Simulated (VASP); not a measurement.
# AlNi (P6/mmm) in VASP: further runs

Runs on AlNi. Level: PBE. Tasks: single point, relaxation of cell and atoms.

Everything below comes from runs of VASP 6.6.1. Logs are shortened: lines on timing, memory, paths and dates and some standing lists are left out, and cuts for length are marked.

## 1. The cell of the first run

The structure is hexagonal, space group P6/mmm (No. 191). The conventional cell has a = 5.161 Å, b = 5.161 Å, c = 3.909 Å, α = 90.00°, β = 90.00°, γ = 120.00°. Within 3.2 Å of Al (site symmetry mmm) lie 6 Ni at 2.46 to 2.58 Å and 4 Al at 2.58 Å. Ni (site symmetry 6/mmm) has 6 Al at 2.58 Å within 3.4 Å. Within 3.2 Å of Ni (site symmetry -6m2) lie 6 Al at 2.46 Å and 3 Ni at 2.98 Å.

## 2. Single point, PBE

INCAR reads:

```
ALGO = Normal ; EDIFF = 1E-6
ENCUT = 600 ; GGA = PE
GGA_COMPAT = False ; ISIF = 2
ISMEAR = 0 ; LASPH = True
LCHARG = False ; LREAL = False
LWAVE = False ; NBANDS = 28
NELM = 120 ; PREC = Accurate
SIGMA = 0.1
```

KPOINTS reads:

```
k-points
0
Gamma
  6 6 6
```

POSCAR reads:

```
AlNi
1.0
    5.1608193769      0.0000000000      0.0000000000
   -2.5804096885      4.4694006848      0.0000000000
    0.0000000000      0.0000000000      3.9088322624
Al Ni
3 3
Direct
    0.5000000000      0.0000000000      0.0000000000
    0.5000000000      0.5000000000      0.0000000000
    0.0000000000      0.5000000000      0.0000000000
    0.0000000000      0.0000000000      0.0000000000
    0.3333333333      0.6666666667      0.5000000000
    0.6666666667      0.3333333333      0.5000000000
```

Potentials or basis: VASP PAW PBE potentials, release 64 (Al, Ni).

The run is started by

```bash
> cat potpaw_PBE.64/Al/POTCAR potpaw_PBE.64/Ni/POTCAR > POTCAR
> mpirun -np 1 vasp_std > vasp.out
```

OUTCAR:

```text
EDIFF = 1E-6
   ENCUT = 600
   GGA = PE
   ISIF = 2
   ISMEAR = 0
   LASPH = True
   LREAL = False
   NELM = 120
   PREC = Accurate

 ion  position               nearest neighbor table
   1  0.500  0.000  0.000-   5 2.46   6 2.46   5 2.46   6 2.46   4 2.58   4 2.58   3 2.58   3 2.58
                             2 2.58   2 2.58
   2  0.500  0.500  0.000-   5 2.46   6 2.46   5 2.46   6 2.46   3 2.58   3 2.58   4 2.58   4 2.58
                             1 2.58   1 2.58
   3  0.000  0.500  0.000-   5 2.46   6 2.46   5 2.46   6 2.46   2 2.58   2 2.58   1 2.58   1 2.58
                             4 2.58   4 2.58
   4  0.000  0.000  0.000-   1 2.58   1 2.58   2 2.58   2 2.58   3 2.58   3 2.58
   5  0.333  0.667  0.500-   3 2.46   3 2.46   1 2.46   1 2.46   2 2.46   2 2.46   6 2.98   6 2.98
                             6 2.98
   6  0.667  0.333  0.500-   3 2.46   3 2.46   1 2.46   1 2.46   2 2.46   2 2.46   5 2.98   5 2.98
                             5 2.98

  LATTYP: Found a hexagonal cell.
 ALAT       =     5.1608193769
 C/A-ratio  =     0.7574053608

  Lattice vectors:

 A1 = (   5.1608193769,   0.0000000000,   0.0000000000)
 A2 = (  -2.5804096885,   4.4694006848,   0.0000000000)
 A3 = (   0.0000000000,   0.0000000000,   3.9088322624)

Analysis of symmetry for initial positions (statically):
=====================================================================
 Subroutine PRICEL returns:
 Original cell was already a primitive cell.

 Routine SETGRP: Setting up the symmetry group for a
 hexagonal supercell.

 Subroutine GETGRP returns: Found 24 space group operations
 (whereof 24 operations were pure point group operations)
 out of a pool of 24 trial point group operations.

The static configuration has the point symmetry D_6h.

Analysis of symmetry for dynamics (positions and initial velocities):
=====================================================================
 Subroutine PRICEL returns:
 Original cell was already a primitive cell.

 Routine SETGRP: Setting up the symmetry group for a
 hexagonal supercell.

 Subroutine GETGRP returns: Found 24 space group operations
 (whereof 24 operations were pure point group operations)
 out of a pool of 24 trial point group operations.

The dynamic configuration has the point symmetry D_6h.

 Subroutine INISYM returns: Found 24 space group operations
 (whereof 24 operations are pure point group operations),
 and found     1 'primitive' translations

----------------------------------------------------------------------------------------

                                     Primitive cell

  volume of cell :      90.1602

  direct lattice vectors                    reciprocal lattice vectors
     5.160819377  0.000000000  0.000000000     0.193767680  0.111871822  0.000000000
    -2.580409689  4.469400685  0.000000000     0.000000000  0.223743645  0.000000000
     0.000000000  0.000000000  3.908832262     0.000000000  0.000000000  0.255830881

  length of vectors
     5.160819377  5.160819377  3.908832262     0.223743645  0.223743645  0.255830881

  position of ions in fractional coordinates (direct lattice)
     0.500000000  0.000000000  0.000000000
     0.500000000  0.500000000  0.000000000
     0.000000000  0.500000000  0.000000000
     0.000000000  0.000000000  0.000000000
     0.333333333  0.666666667  0.500000000
     0.666666667  0.333333333  0.500000000

  ion indices of the primitive-cell ions
   primitive index   ion index
                 1           1
                 2           2
                 3           3
                 4           4
                 5           5
                 6           6

----------------------------------------------------------------------------------------

 KPOINTS: k-points

Automatic generation of k-mesh.
 Grid dimensions read from file:
 generate k-points for:    6    6    6

 Generating k-lattice:

  Cartesian coordinates                     Fractional coordinates (reciprocal lattice)
     0.032294613  0.018645304  0.000000000     0.166666667  0.000000000  0.000000000
     0.000000000  0.037290607  0.000000000     0.000000000  0.166666667  0.000000000
     0.000000000  0.000000000  0.042638480     0.000000000  0.000000000  0.166666667

  Length of vectors
     0.037290607  0.037290607  0.042638480

  Shift w.r.t. Gamma in fractional coordinates (k-lattice)
     0.000000000  0.000000000  0.000000000

 Subroutine IBZKPT returns following result:
 ===========================================

 Found     28 irreducible k-points:

 Following reciprocal coordinates:
            Coordinates               Weight
  0.000000  0.000000  0.000000      1.000000
  0.166667  0.000000  0.000000      6.000000
  0.333333  0.000000  0.000000      6.000000
  0.500000  0.000000  0.000000      3.000000
  0.166667  0.166667  0.000000      6.000000
  0.333333  0.166667  0.000000     12.000000
[... 16 lines left out ...]
  0.166667  0.000000  0.500000      6.000000
  0.333333  0.000000  0.500000      6.000000
 [... further k-points ...]
   k-points           NKPTS =     28   k-points in BZ     NKDIM =     28   number of bands    NBANDS=     28
   number of dos      NEDOS =    301   number of ions     NIONS =      6
   total plane-waves  NPLWV =  56448
   dimension x,y,z NGX =    42 NGY =   42 NGZ =   32
   dimension x,y,z NGXF=    84 NGYF=   84 NGZF=   64
   ions per type =               3   3
   NGX,Y,Z   is equivalent  to a cutoff of  13.53, 13.53, 13.61 a.u.
   NGXF,Y,Z  is equivalent  to a cutoff of  27.06, 27.06, 27.22 a.u.
 SYSTEM =  unknown system
   PREC   = accura    normal or accurate (medium, high low for compatibility)
   ISTART =      0    job   : 0-new  1-cont  2-samecut
   ICHARG =      2    charge: 1-file 2-atom 10-const
   ISPIN  =      1    spin polarized calculation?
   LNONCOLLINEAR =      F non collinear calculations
   LSORBIT =      F    spin-orbit coupling
   LASPH  =      T    aspherical Exc in radial PAW
   ENCUT  =  600.0 eV  44.10 Ry    6.64 a.u.  10.31 10.31  7.81*2*pi/ulx,y,z
   NELM   =    120;   NELMIN=  2; NELMDL= -5     # of ELM steps
   EDIFF  = 0.1E-05   stopping-criterion for ELM
   LREAL  =      F    real-space projection
   EDIFFG = 0.1E-04   stopping-criterion for IOM
   NSW    =      0    number of steps for IOM
   IBRION =     -1    ionic relax: 0-MD 1-quasi-New 2-CG
   NFREE  =      0    steps in history (QN), initial steepest desc. (CG)
   ISIF   =      2    stress and relaxation
   ISYM   =      2    0-nonsym 1-usesym 2-fastsym
   POTIM  = 0.5000    time-step for ionic-motion
   TEBEG  =    0.0;   TEEND  =   0.0 temperature during run
   PSTRESS=    0.0 pullay stress
   NELECT =      39.0000    total number of electrons
   NUPDOWN=      -1.0000    fix difference up-down
   EMIN   =  10.00;   EMAX   =-10.00  energy-range for DOS
   EFERMI =   0.00;   METHOD = LEGACY
   ISMEAR =     0;   SIGMA  =   0.10  broadening in eV -4-tet -1-fermi 0-gaus
   EFERMI_NEDOS =   21; number of points for ismear=-14 and -15
   IALGO  =     38    algorithm
   IMIX   =      4    mixing-type and parameters
     AMIX     =   0.40;   BMIX     =  1.00
     AMIX_MAG =   1.60;   BMIX_MAG =  1.00
  volume/ion in A,a.u.               =      15.03       101.41
  Fermi-wavevector in a.u.,A,eV,Ry     =   1.238107  2.339682 20.856479  1.532908
  Thomas-Fermi vector in A             =   2.372646
   LORBIT       =      0    0 simple, 1 ext, 2 COOP (PROOUT), +10 PAW based schemes
   GGA     = PE    functional components
   LHFCALC =     F    Hartree Fock is set to
   AEXX    =    0.0000 exact exchange contribution
   IVDW    =     0    specifies the selected vdW correction
   LEPSILON=     F    determine dielectric tensor
   LRPA    =     F    only Hartree local field effects (RPA)
 non-spin polarized calculation
 Gauss-broadening in eV      SIGMA  =   0.10
  energy-cutoff  :      600.00
  volume of cell :       90.16
 maximum number of plane-waves:      3040
 NGX is ok and might be reduce to    42
   NGX = 21   NGY = 21   NGZ = 15

 number of electron      39.0000020 magnetization

 Free energy of the ion-electron system (eV)
  ---------------------------------------------------
  ext. energy  EPLUGINS =         0.00000000
  ---------------------------------------------------
  free energy    TOTEN  =       -27.64797524 eV

  energy without entropy =      -27.63032184  energy(sigma->0) =      -27.63914854

 E-fermi :   6.8850     XC(G=0): -10.7764

 val. band max:        6.8566357733   @ k =   0.1667   0.1667   0.1667
 cond. band min:       6.8959928346   @ k =   0.3333   0.1667   0.1667
 fundamental gap:      0.0393570614
 Fermi energy:         6.8850286291

 k-point     1 :       0.0000    0.0000    0.0000
  band No.  band energies     occupation
      1      -3.0793      2.00000
      2       1.6607      2.00000
      3       3.3181      2.00000
      4       3.3181      2.00000
      5       4.0750      2.00000
      6       4.2151      2.00000
[... 20 lines left out ...]
     27      14.5560      0.00000
     28      15.3995      0.00000

 k-point     2 :       0.1667    0.0000    0.0000
  band No.  band energies     occupation
      1      -2.8900      2.00000
      2       1.0142      2.00000
      3       3.1834      2.00000
      4       3.2829      2.00000
      5       3.9575      2.00000
      6       4.3208      2.00000
[... 20 lines left out ...]
     27      14.4155      0.00000
     28      14.4642      0.00000

 k-point     3 :       0.3333    0.0000    0.0000
  band No.  band energies     occupation
      1      -2.3492      2.00000
      2      -0.1149      2.00000
      3       2.6006      2.00000
      4       2.9768      2.00000
      5       4.3489      2.00000
      6       4.3892      2.00000
[... 616 lines left out ...]
      3       2.1525      2.00000
      4       2.9329      2.00000
      5       3.7732      2.00000
      6       4.2642      2.00000
[... 20 lines left out ...]
     27      11.0377      0.00000
     28      12.3182      0.00000

 k-point    24 :       0.3333    0.0000    0.5000
  band No.  band energies     occupation
      1      -1.0290      2.00000
      2       1.0241      2.00000
      3       1.8944      2.00000
      4       2.7603      2.00000
      5       3.3825      2.00000
      6       3.9740      2.00000
[... 20 lines left out ...]
     27      12.7430      0.00000
     28      13.6021      0.00000

 [... further k-points ...]

------------------------ aborting loop because EDIFF is reached ----------------------------------------

  FORCE on cell =-STRESS in cart. coord.  units (eV):
  Direction    XX          YY          ZZ          XY          YZ          ZX
  --------------------------------------------------------------------------------------
  -------------------------------------------------------------------------------------
  Total        0.2297198      0.2297198      0.0497848     -0.0000000     -0.0000000     -0.0000000
  in kB        4.0821975      4.0821975      0.8846923     -0.0000000     -0.0000000     -0.0000000
  external PRESSURE =       3.0163625 kB  Pullay stress =       0.0000000 kB

 VOLUME and BASIS-vectors are now :
 -----------------------------------------------------------------------------
  energy-cutoff  :      600.00
  volume of cell :       90.16
      direct lattice vectors                 reciprocal lattice vectors
     5.160819377  0.000000000  0.000000000     0.193767680  0.111871822  0.000000000
    -2.580409689  4.469400685  0.000000000     0.000000000  0.223743645  0.000000000
     0.000000000  0.000000000  3.908832262     0.000000000  0.000000000  0.255830881

 POSITION                                       TOTAL-FORCE (eV/Angst)
 -----------------------------------------------------------------------------------
      2.58041      0.00000      0.00000         0.000000     -0.000000      0.000000
      1.29020      2.23470      0.00000         0.000000     -0.000000      0.000000
     -1.29020      2.23470      0.00000         0.000000     -0.000000      0.000000
      0.00000      0.00000      0.00000         0.000000     -0.000000      0.000000
     -0.00000      2.97960      1.95442        -0.000000      0.000000      0.000000
      2.58041      1.48980      1.95442         0.000000     -0.000000      0.000000
 -----------------------------------------------------------------------------------
    total drift:                                0.000000      0.000000     -0.000000

  FREE ENERGIE OF THE ION-ELECTRON SYSTEM (eV)
  ---------------------------------------------------
  free  energy   TOTEN  =       -27.6479752358 eV

  energy  without entropy=      -27.6303218425  energy(sigma->0) =      -27.63914854
```

Run time: 57 s. Hardware: 1 thread of Intel Xeon 6975P-C (Granite Rapids), shared host; peak memory 0.26 GiB.

Results:

| Quantity | Value |
| --- | --- |
| Free energy | -27.6480 eV |
| Pressure | 0.3 GPa |
| Band gap on the k mesh | zero (an odd number of electrons rules out a gap without spin polarisation) |

[end of part 1 of 2]
